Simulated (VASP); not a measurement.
# Cs (Im-3m) in VASP: single point with PBEsol

Aim: the single point of Cs with PBEsol.

All numbers are computed with VASP 6.6.1; they aren't measurements. Logs are shortened: lines on timing, memory, paths and dates and some standing lists are left out, and cuts for length are marked.

## Step 1: The cell of the first run

It takes space group Im-3m (No. 229, cubic). Conventional cell: a = 6.067 Å, b = 6.067 Å, c = 6.067 Å, α = 90.00°, β = 90.00°, γ = 90.00°.

## Step 2: Single point, PBEsol

Input file INCAR:

```
SYSTEM = Cs
ALGO     = Fast           ! electronic algorithm
EDIFF    = 1E-6           ! SCF threshold, eV
ENCUT    = 520            ! plane-wave cutoff, eV
GGA      = PS             ! functional
ISIF     = 2              ! what is computed and relaxed
ISMEAR   = 0              ! smearing method
LASPH    = .True.         ! aspherical terms in the spheres
LCHARG   = .True.         ! write CHGCAR
LELF     = .True.         ! ELF
LREAL    = .False.        ! projectors in reciprocal space
LVHAR    = .True.       
LWAVE    = .False.        ! write WAVECAR
NBANDS   = 10             ! bands
NELM     = 60             ! most SCF steps
PREC     = Accurate       ! precision mode
SIGMA    = 0.05           ! smearing width, eV
```

Input file KPOINTS:

```
k-points
0
Gamma
  10 10 10
  0 0 0
```

Input file POSCAR:

```
Cs
1.0
   -3.0335000000      3.0335000000      3.0335000000
    3.0335000000     -3.0335000000      3.0335000000
    3.0335000000      3.0335000000     -3.0335000000
Cs
1
Direct
    0.0000000000      0.0000000000      0.0000000000
```

Potentials or basis: VASP PAW PBE potentials, release 64 (Cs_sv).

Command:

```
cat potpaw_PBE.64/Cs_sv/POTCAR > POTCAR
mpirun -np 1 vasp_std > vasp.out
```

OUTCAR:

```text
SYSTEM = Cs
   EDIFF = 1E-6
   ENCUT = 520
   GGA = PS
   ISIF = 2
   ISMEAR = 0
   LASPH = .True.
   LREAL = .False.
   NELM = 60
   PREC = Accurate

 ion  position               nearest neighbor table
   1  0.000  0.000  0.000-

  LATTYP: Found a body centered cubic cell.
 ALAT       =     6.0670000000

  Lattice vectors:

 A1 = (  -3.0335000000,   3.0335000000,   3.0335000000)
 A2 = (   3.0335000000,  -3.0335000000,   3.0335000000)
 A3 = (   3.0335000000,   3.0335000000,  -3.0335000000)

Analysis of symmetry for initial positions (statically):
=====================================================================
 Subroutine PRICEL returns:
 Original cell was already a primitive cell.

 Routine SETGRP: Setting up the symmetry group for a
 body centered cubic supercell.

 Subroutine GETGRP returns: Found 48 space group operations
 (whereof 48 operations were pure point group operations)
 out of a pool of 48 trial point group operations.

The static configuration has the point symmetry O_h .

Analysis of symmetry for dynamics (positions and initial velocities):
=====================================================================
 Subroutine PRICEL returns:
 Original cell was already a primitive cell.

 Routine SETGRP: Setting up the symmetry group for a
 body centered cubic supercell.

 Subroutine GETGRP returns: Found 48 space group operations
 (whereof 48 operations were pure point group operations)
 out of a pool of 48 trial point group operations.

The dynamic configuration has the point symmetry O_h .

 Subroutine INISYM returns: Found 48 space group operations
 (whereof 48 operations are pure point group operations),
 and found     1 'primitive' translations

----------------------------------------------------------------------------------------

                                     Primitive cell

  volume of cell :     111.6586

  direct lattice vectors                    reciprocal lattice vectors
    -3.033500000  3.033500000  3.033500000     0.000000000  0.164826108  0.164826108
     3.033500000 -3.033500000  3.033500000     0.164826108  0.000000000  0.164826108
     3.033500000  3.033500000 -3.033500000     0.164826108  0.164826108  0.000000000

  length of vectors
     5.254176125  5.254176125  5.254176125     0.233099318  0.233099318  0.233099318

  position of ions in fractional coordinates (direct lattice)
     0.000000000  0.000000000  0.000000000

  ion indices of the primitive-cell ions
   primitive index   ion index
                 1           1

----------------------------------------------------------------------------------------

 KPOINTS: k-points

Automatic generation of k-mesh.
 Grid dimensions read from file:
 generate k-points for:   10   10   10

 Generating k-lattice:

  Cartesian coordinates                     Fractional coordinates (reciprocal lattice)
     0.000000000  0.016482611  0.016482611     0.100000000  0.000000000  0.000000000
     0.016482611  0.000000000  0.016482611     0.000000000  0.100000000  0.000000000
     0.016482611  0.016482611  0.000000000     0.000000000  0.000000000  0.100000000

  Length of vectors
     0.023309932  0.023309932  0.023309932

  Shift w.r.t. Gamma in fractional coordinates (k-lattice)
     0.000000000  0.000000000  0.000000000

 Subroutine IBZKPT returns following result:
 ===========================================

 Found     47 irreducible k-points:

 Following reciprocal coordinates:
            Coordinates               Weight
  0.000000  0.000000  0.000000      1.000000
  0.100000  0.000000  0.000000     12.000000
  0.200000  0.000000  0.000000     12.000000
  0.300000  0.000000  0.000000     12.000000
  0.400000  0.000000  0.000000     12.000000
  0.500000  0.000000  0.000000      6.000000
[... 16 lines left out ...]
  0.300000  0.300000  0.100000      8.000000
 -0.300000  0.300000  0.100000     24.000000
 [... further k-points ...]
   k-points           NKPTS =     47   k-points in BZ     NKDIM =     47   number of bands    NBANDS=     10
   number of dos      NEDOS =    301   number of ions     NIONS =      1
   total plane-waves  NPLWV =  64000
   dimension x,y,z NGX =    40 NGY =   40 NGZ =   40
   dimension x,y,z NGXF=    80 NGYF=   80 NGZF=   80
   ions per type =               1
   NGX,Y,Z   is equivalent  to a cutoff of  12.66, 12.66, 12.66 a.u.
   NGXF,Y,Z  is equivalent  to a cutoff of  25.31, 25.31, 25.31 a.u.
 SYSTEM =  Cs
   PREC   = accura    normal or accurate (medium, high low for compatibility)
   ISTART =      0    job   : 0-new  1-cont  2-samecut
   ICHARG =      2    charge: 1-file 2-atom 10-const
   ISPIN  =      1    spin polarized calculation?
   LNONCOLLINEAR =      F non collinear calculations
   LSORBIT =      F    spin-orbit coupling
   LASPH  =      T    aspherical Exc in radial PAW
   ENCUT  =  520.0 eV  38.22 Ry    6.18 a.u.   9.77  9.77  9.77*2*pi/ulx,y,z
   NELM   =     60;   NELMIN=  2; NELMDL= -5     # of ELM steps
   EDIFF  = 0.1E-05   stopping-criterion for ELM
   LREAL  =      F    real-space projection
   EDIFFG = 0.1E-04   stopping-criterion for IOM
   NSW    =      0    number of steps for IOM
   IBRION =     -1    ionic relax: 0-MD 1-quasi-New 2-CG
   NFREE  =      0    steps in history (QN), initial steepest desc. (CG)
   ISIF   =      2    stress and relaxation
   ISYM   =      2    0-nonsym 1-usesym 2-fastsym
   POTIM  = 0.5000    time-step for ionic-motion
   TEBEG  =    0.0;   TEEND  =   0.0 temperature during run
   PSTRESS=    0.0 pullay stress
   NELECT =       9.0000    total number of electrons
   NUPDOWN=      -1.0000    fix difference up-down
   EMIN   =  10.00;   EMAX   =-10.00  energy-range for DOS
   EFERMI =   0.00;   METHOD = LEGACY
   ISMEAR =     0;   SIGMA  =   0.05  broadening in eV -4-tet -1-fermi 0-gaus
   EFERMI_NEDOS =   21; number of points for ismear=-14 and -15
   IALGO  =     68    algorithm
   IMIX   =      4    mixing-type and parameters
     AMIX     =   0.40;   BMIX     =  1.00
     AMIX_MAG =   1.60;   BMIX_MAG =  1.00
  volume/ion in A,a.u.               =     111.66       753.51
  Fermi-wavevector in a.u.,A,eV,Ry     =   0.707172  1.336361  6.804166  0.500092
  Thomas-Fermi vector in A             =   1.793149
   LORBIT       =      0    0 simple, 1 ext, 2 COOP (PROOUT), +10 PAW based schemes
   GGA     = PS    functional components
   LHFCALC =     F    Hartree Fock is set to
   AEXX    =    0.0000 exact exchange contribution
   IVDW    =     0    specifies the selected vdW correction
   LEPSILON=     F    determine dielectric tensor
   LRPA    =     F    only Hartree local field effects (RPA)
 non-spin polarized calculation
 RMM-DIIS sequential band-by-band and
 Gauss-broadening in eV      SIGMA  =   0.05
  energy-cutoff  :      520.00
  volume of cell :      111.66
 maximum number of plane-waves:      3043
   NGX = 19   NGY = 19   NGZ = 19

 number of electron       8.9999999 magnetization

 Free energy of the ion-electron system (eV)
  ---------------------------------------------------
  ext. energy  EPLUGINS =         0.00000000
  ---------------------------------------------------
  free energy    TOTEN  =        -0.93821780 eV

  energy without entropy =       -0.93479107  energy(sigma->0) =       -0.93650443

 E-fermi :   0.4574     XC(G=0):  -5.5539

 val. band max:        0.4201143537   @ k =  -0.3000   0.3000   0.3000
 cond. band min:       0.4668313043   @ k =   0.5000   0.0000   0.0000
 fundamental gap:      0.0467169506
 Fermi energy:         0.4573573709

 k-point     1 :       0.0000    0.0000    0.0000
  band No.  band energies     occupation
      1     -23.3824      2.00000
      2     -10.0973      2.00000
      3     -10.0973      2.00000
      4     -10.0973      2.00000
      5      -1.2681      2.00000
      6       2.9625      0.00000
      7       2.9625      0.00000
      8       2.9625      0.00000
      9       3.8580      0.00000
     10       3.8580      0.00000

 k-point     2 :       0.1000    0.0000    0.0000
  band No.  band energies     occupation
      1     -23.3817      2.00000
      2     -10.1125      2.00000
      3     -10.1022      2.00000
      4     -10.0973      2.00000
      5      -1.1541      2.00000
      6       2.8398      0.00000
      7       2.8517      0.00000
      8       3.0774      0.00000
      9       3.6815      0.00000
     10       3.8365      0.00000

 k-point     3 :       0.2000    0.0000    0.0000
  band No.  band energies     occupation
      1     -23.3797      2.00000
      2     -10.1517      2.00000
      3     -10.1149      2.00000
      4     -10.0974      2.00000
      5      -0.8292      2.00000
      6       2.4413      0.00000
      7       2.5772      0.00000
      8       3.4167      0.00000
      9       3.6413      0.00000
     10       3.8266      0.00000

 k-point     4 :       0.3000    0.0000    0.0000
  band No.  band energies     occupation
      1     -23.3773      2.00000
      2     -10.1989      2.00000
      3     -10.1305      2.00000
      4     -10.0974      2.00000
      5      -0.3478      2.00000
      6       1.9534      0.00000
      7       2.3222      0.00000
      8       3.7609      0.00000
      9       3.9097      0.00000
     10       3.9643      0.00000
[... 222 lines left out ...]
 k-point    22 :      -0.2000    0.2000    0.1000
  band No.  band energies     occupation
      1     -23.3790      2.00000
      2     -10.1517      2.00000
      3     -10.1201      2.00000
      4     -10.1094      2.00000
      5      -0.7227      2.00000
      6       2.4682      0.00000
      7       2.6348      0.00000
      8       3.1116      0.00000
      9       3.3858      0.00000
     10       4.1857      0.00000

 k-point    23 :       0.3000    0.3000    0.1000
  band No.  band energies     occupation
      1     -23.3742      2.00000
      2     -10.1936      2.00000
      3     -10.1936      2.00000
      4     -10.1293      2.00000
      5       1.3338      0.00000
      6       1.3857      0.00000
      7       1.3857      0.00000
      8       3.3818      0.00000
      9       4.2752      0.00000
     10       4.2752      0.00000

 k-point    24 :      -0.3000    0.3000    0.1000
  band No.  band energies     occupation
      1     -23.3767      2.00000
      2     -10.1968      2.00000
      3     -10.1359      2.00000
      4     -10.1090      2.00000
      5      -0.2479      2.00000
      6       1.9561      0.00000
      7       2.4040      0.00000
      8       3.2302      0.00000
      9       3.9249      0.00000
     10       4.2240      0.00000

 [... further k-points ...]
[... 5 lines left out ...]
  --------------------------------------------------------------------------------------
  -------------------------------------------------------------------------------------
  Total       -0.0461288     -0.0461288     -0.0461288     -0.0000000     -0.0000000      0.0000000
  in kB       -0.6618975     -0.6618975     -0.6618975     -0.0000000     -0.0000000      0.0000000
  external PRESSURE =      -0.6618975 kB  Pullay stress =       0.0000000 kB

 VOLUME and BASIS-vectors are now :
 -----------------------------------------------------------------------------
  energy-cutoff  :      520.00
  volume of cell :      111.66
      direct lattice vectors                 reciprocal lattice vectors
    -3.033500000  3.033500000  3.033500000     0.000000000  0.164826108  0.164826108
     3.033500000 -3.033500000  3.033500000     0.164826108  0.000000000  0.164826108
     3.033500000  3.033500000 -3.033500000     0.164826108  0.164826108  0.000000000

 POSITION                                       TOTAL-FORCE (eV/Angst)
 -----------------------------------------------------------------------------------
      0.00000      0.00000      0.00000         0.000000      0.000000      0.000000
 -----------------------------------------------------------------------------------
    total drift:                               -0.000000     -0.000000     -0.000000

  FREE ENERGIE OF THE ION-ELECTRON SYSTEM (eV)
  ---------------------------------------------------
  free  energy   TOTEN  =        -0.9382178013 eV

  energy  without entropy=       -0.9347910681  energy(sigma->0) =       -0.93650443
```

It took 34 s on 1 thread of Intel Xeon 6975P-C, shared host; peak memory 0.25 GiB.

Results:

| Property | Result |
| --- | --- |
| Free energy | -0.9382 eV |
| Pressure | -0.1 GPa |

Caveat: the PAW data sets were made with another functional, which shifts forces and pressure a little; spin-orbit coupling is left out, which moves the levels of the heavy elements.
